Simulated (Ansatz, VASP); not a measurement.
## SrCl2: VASP beside Ansatz

Contents of INCAR:

```
  PREC = Accurate
  ENCUT = 520
  EDIFF = 1E-7
  ISMEAR = 1
  SIGMA = 0.05
  LREAL = F
  LASPH = T
  NELM = 60
  ALGO = Normal
  ISIF = 2
  LWAVE = F
  LCHARG = F
  GGA = PE
  NBANDS = 19
```

File KPOINTS:

```
Automatic mesh
0
Gamma
  4 4 4
```

The input POSCAR:

```
SrCl2
1.0
    0.0000000000      3.4977180859      3.4977180859
    3.4977180859      0.0000000000      3.4977180859
    3.4977180859      3.4977180859      0.0000000000
Sr Cl
1 2
Direct
    0.0000000000      0.0000000000      0.0000000000
    0.2500000000      0.2500000000      0.2500000000
    0.7500000000      0.7500000000      0.7500000000
```

Input for Ansatz:

```yaml
crystal:
  lattice:
    - [0.0, 3.4977180859, 3.4977180859]
    - [3.4977180859, 0.0, 3.4977180859]
    - [3.4977180859, 3.4977180859, 0.0]
  atoms:
    - { symbol: Sr, position: [0.0, 0.0, 0.0] }
    - { symbol: Cl, position: [0.25, 0.25, 0.25] }
    - { symbol: Cl, position: [0.75, 0.75, 0.75] }
kpoints:
  mp_grid: { grid: [4, 4, 4] }
hamiltonian:
  xc: pbe
scf:
  occupations: { method: methfessel_paxton, width: 0.05 }
  n_extra_bands: 4
output:
  forces: true
  stress: true
  eigenvalues: true
```

Alike in both runs: task single point; functional PBE; k mesh 4 × 4 × 4; occupations methfessel-paxton of order 1, width 0.05 eV; no spin polarisation.

```csv
,VASP,Ansatz
version,VASP 6.6.1,Ansatz 0.2.0
potentials or method,"VASP PAW PBE potentials, release 64 (Sr_sv, Cl)",plane waves
plane-wave cutoff (eV),520,420
valence electrons in the cell,24,24
```

Ansatz gave:

```
gap on the k mesh at the Fermi level (eV) : 5.31
pressure (GPa)                            : 0.7
```

Task: Estimate VASP's values.

Result: gap on the k mesh at the Fermi level (eV): 5.31; pressure (GPa): 0.8.

The functional is the same, so the differences come from potentials, cutoffs and numerics.
